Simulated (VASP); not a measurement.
Set up this calculation in VASP 6.6.1, as the native input.

| Item | Value |
| --- | --- |
| Task | single point |
| Functional | PBE |
| Potentials or basis | VASP PAW PBE potentials, release 64 (Al, Ru_pv) |
| Cutoff | 520 eV |
| k mesh | 16 × 16 × 16 |
| Occupations | gaussian, width 0.15 eV |
| Spin | no spin polarisation |
| Dipole correction | no |
| Further INCAR settings | ALGO = Fast; EDIFF = 1e-06; NBANDS = 16 |

The structure of AlRu lies in POSCAR:

```
AlRu
1.0
    2.9916000000      0.0000000000      0.0000000000
    0.0000000000      2.9916000000      0.0000000000
    0.0000000000      0.0000000000      2.9916000000
Al Ru
1 1
Direct
   -0.1504211793      0.0000000000     -0.1504211793
    0.5000000000      0.5000000000      0.5000000000
```

This cell differs from its parent crystal: atom 1 (Al) moved by (-0.450, -0.450) A along x and z.

The input as run:

INCAR

```
SYSTEM = AlRu
  PREC = Accurate
  ENCUT = 520
  EDIFF = 1E-6
  ISMEAR = 0
  SIGMA = 0.15
  LREAL = .False.
  LASPH = .True.
  NELM = 60
  ALGO = Fast
  ISIF = 2
  LWAVE = .False.
  LCHARG = .False.
  GGA = PE
  NBANDS = 16
```

KPOINTS

```
regular mesh
0
Gamma
  16 16 16
  0 0 0
```

Potentials or basis: VASP PAW PBE potentials, release 64 (Al, Ru_pv).

Run with:

```bash
$ cat potpaw_PBE.64/Al/POTCAR potpaw_PBE.64/Ru_pv/POTCAR > POTCAR
$ mpirun -np 1 vasp_std > vasp.out
```

It gave:

The pressure is 36.2 GPa and the largest force is 7.703 eV/Å. The band gap on the k mesh is zero (an odd number of electrons rules out a gap without spin polarisation).

Caveat: the cell differs from its parent crystal (atom 1 (Al) moved by (-0.450, -0.450) A along x and z); the cell stands under pressure; forces of over 1 eV/Å act on the atoms, so gaps and moduli don't describe the material at rest.

Run time: 3.9 min on 1 thread of Intel Xeon 8259CL, with other jobs on the host, peak memory 0.37 GiB.
